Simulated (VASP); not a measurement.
Write the native input for VASP 6.6.1 that does the following.

```
Task                   : single point
Functional             : PBE
Potentials or basis    : VASP PAW PBE potentials, release 64 (Y_sv, Ta_pv, P)
Cutoff                 : 520 eV
k mesh                 : 6 × 6 × 2
Occupations            : gaussian, width 0.1 eV
Spin                   : no spin polarisation
Dipole correction      : no
Further INCAR settings : ALGO = Normal; EDIFF = 1e-06; NBANDS = 33
```

The structure of YTa2P3 lies in POSCAR:

```
YTa2P3
1.0
    2.3420260200     -2.6578934800      0.0000000000
    2.3420260200      2.6578934800      0.0000000000
    0.0000000000      0.0000000000     10.0701348700
Y Ta P
1 2 3
Direct
    0.5000000000      0.5000000000      0.0000000000
    0.0000000000      0.0000000000      0.5000000000
    0.5000000000      0.5000000000      0.5000000000
    0.0000000000      0.0000000000      0.2770825800
    0.0000000000      0.0000000000      0.7229174200
    0.0000000000      0.0000000000      0.0000000000
```

The cell was built from a structure type or drawn by symmetry, and may not be a known phase.

These files were run (other wordings do the same):

INCAR

```
SYSTEM = YTa2P3
  PREC = Accurate
  ENCUT = 520
  EDIFF = 1E-6
  ISMEAR = 0
  SIGMA = 0.1
  LREAL = .False.
  LASPH = .True.
  NELM = 60
  ALGO = Normal
  ISIF = 2
  LWAVE = .False.
  LCHARG = .True.
  GGA = PE
  LELF = .True.
  LVHAR = .True.
  NBANDS = 33
```

KPOINTS

```
regular mesh
0
Gamma
  6 6 2
  0 0 0
```

Potentials or basis: VASP PAW PBE potentials, release 64 (Y_sv, Ta_pv, P).

Command:

```sh
$ cat potpaw_PBE.64/Y_sv/POTCAR potpaw_PBE.64/Ta_pv/POTCAR potpaw_PBE.64/P/POTCAR > POTCAR
$ mpirun -np 1 vasp_std > vasp.out
```

It gave:

The pressure is 24.3 GPa. The largest force is 3.002 eV/Å and the band gap on the k mesh is zero (bands 24 and 25 overlap by 1.19 eV).

Caveat: the cell stands under pressure; spin-orbit coupling is left out, which moves the levels of the heavy elements; forces of over 1 eV/Å act on the atoms, so gaps and moduli don't describe the material at rest.

Wall time 68 s on 1 thread of AMD EPYC 9R45 96-Core Processor (Zen 5), on a shared host, peak memory 0.28 GiB.
